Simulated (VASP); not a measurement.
Input of a VASP 6.6.1 run:

INCAR

```
SYSTEM = Si3As
PREC = Accurate
ENCUT = 600
EDIFF = 1E-6
ISMEAR = 0
SIGMA = 0.1
LREAL = .FALSE.
LASPH = .TRUE.
NELM = 60
ALGO = Normal
ISIF = 3
LWAVE = .FALSE.
LCHARG = .FALSE.
GGA = PE
IBRION = 2
NSW = 90
EDIFFG = -0.04
```

The input KPOINTS:

```
Automatic mesh
0
G
  3 3 3
  0 0 0
```

POSCAR

```
Si3As
1.0
    3.4752454787      2.0064339126      3.2639405137
   -3.4752454787      2.0064339126      3.2639405137
    0.0000000000     -4.0128678253      3.2639405137
Si As
6 2
Direct
    0.7970000000      0.2520000000      0.7970000000
    0.7970000000      0.7970000000      0.2520000000
    0.2520000000      0.7970000000      0.7970000000
    0.2030000000      0.7480000000      0.2030000000
    0.7480000000      0.2030000000      0.2030000000
    0.2030000000      0.2030000000      0.7480000000
    0.2690000000      0.2690000000      0.2690000000
    0.7310000000      0.7310000000      0.7310000000
```

Potentials or basis: VASP PAW PBE potentials, release 64 (Si, As).

Launch:

```sh
$ cat potpaw_PBE.64/Si/POTCAR potpaw_PBE.64/As/POTCAR > POTCAR
$ mpirun -np 1 vasp_std > vasp.out
```

**Question.** What does it give for the relaxed volume?

**Answer.** 16.94 Å³/atom.

**Question.** Predict the space group after relaxing (to 0.1 Å).

**Answer.** R-3m (No. 166).

**Question.** Predict the band gap on the k mesh.

**Answer.** Zero (bands 17 and 18 overlap by 0.85 eV).

**Question.** What does it give for the relaxed cell?

**Answer.** a = 5.138 Å, b = 5.138 Å, c = 5.138 Å, α = 91.15°, β = 91.15°, γ = 91.15°.

Final structure:
```
Si As
1.0
     3.66941    2.11854    2.90614
    -3.66941    2.11854    2.90614
     0.00000   -4.23708    2.90614
Si As
6 2
Direct
  0.75215 0.28208 0.75215
  0.75215 0.75215 0.28208
  0.28208 0.75215 0.75215
  0.24785 0.71792 0.24785
  0.71792 0.24785 0.24785
  0.24785 0.24785 0.71792
  0.22270 0.22270 0.22270
  0.77730 0.77730 0.77730
```

Caveat: the k points lie up to 0.41 Å⁻¹ apart in the final cell, too coarse for converged energies and pressures of a metal.
